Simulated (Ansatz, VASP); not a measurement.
ZnS: VASP beside Ansatz

INCAR

```
PREC = Accurate ; ENCUT = 520
EDIFF = 1E-6 ; ISMEAR = -1
SIGMA = 0.01 ; LREAL = False
LASPH = True ; NELM = 60
ALGO = Normal ; ISIF = 2
LWAVE = False ; LCHARG = False
GGA = PS ; NBANDS = 16
```

The input KPOINTS:

```
Automatic mesh
0
Gamma
  8 8 8
```

File POSCAR:

```
ZnS
1.0
    0.0000000000      2.7402415815      2.7402415815
    2.7402415815      0.0000000000      2.7402415815
    2.7402415815      2.7402415815      0.0000000000
Zn S
1 1
Direct
    0.0000000000      0.0000000000      0.0000000000
    0.7500000000      0.7500000000      0.7500000000
```

Input for Ansatz:

```yaml
crystal:
  lattice:
    - [0.0, 2.7402415815, 2.7402415815]
    - [2.7402415815, 0.0, 2.7402415815]
    - [2.7402415815, 2.7402415815, 0.0]
  atoms:
    - { symbol: Zn, position: [0.0, 0.0, 0.0] }
    - { symbol: S, position: [0.75, 0.75, 0.75] }
kpoints:
  mp_grid: { grid: [8, 8, 8] }
  band_path:
    path:
      - [0.0, 0.0, 0.0]
      - [-0.5, -0.5, 0.0]
      - [-0.375, -0.375, 0.25]
      - [-0.375, 0.0, 0.375]
      - [0.0, 0.0, 0.0]
      - [0.0, 0.0, 0.5]
      - [-0.5, -0.25, 0.25]
      - [-0.5, -0.5, 0.0]
    npoints: 5
scf:
  occupations: { method: fermi_dirac, width: 0.01 }
hamiltonian:
  xc: pbesol
  pseudopotentials: { kind: all_electron, lapw: { basis_error: 0.00025 } }
output:
  forces: true
  stress: true
  eigenvalues: true
```

Change from the starting cell: volume scaled by 1.04.

Alike in both runs: task single point; functional PBEsol; k mesh 8 × 8 × 8; occupations fermi-dirac, width 0.01 eV; no spin polarisation.

```csv
,VASP,Ansatz
version,VASP 6.6.1,Ansatz 0.2.0
potentials or method,"VASP PAW PBE potentials, release 64 (Zn, S), cutoff 520 eV","all-electron LAPW, scalar-relativistic"
```

Ansatz gave:

* gap on the k mesh at the Fermi level (eV): 1.80
* pressure (GPa): -4.6

Problem. What did VASP give for the same quantities?

Solution. gap on the k mesh at the Fermi level (eV): 1.80; pressure (GPa): -4.5.

VASP's potentials were made for PBE, not for PBEsol. Ansatz ran all-electron here, and VASP with PAW potentials.
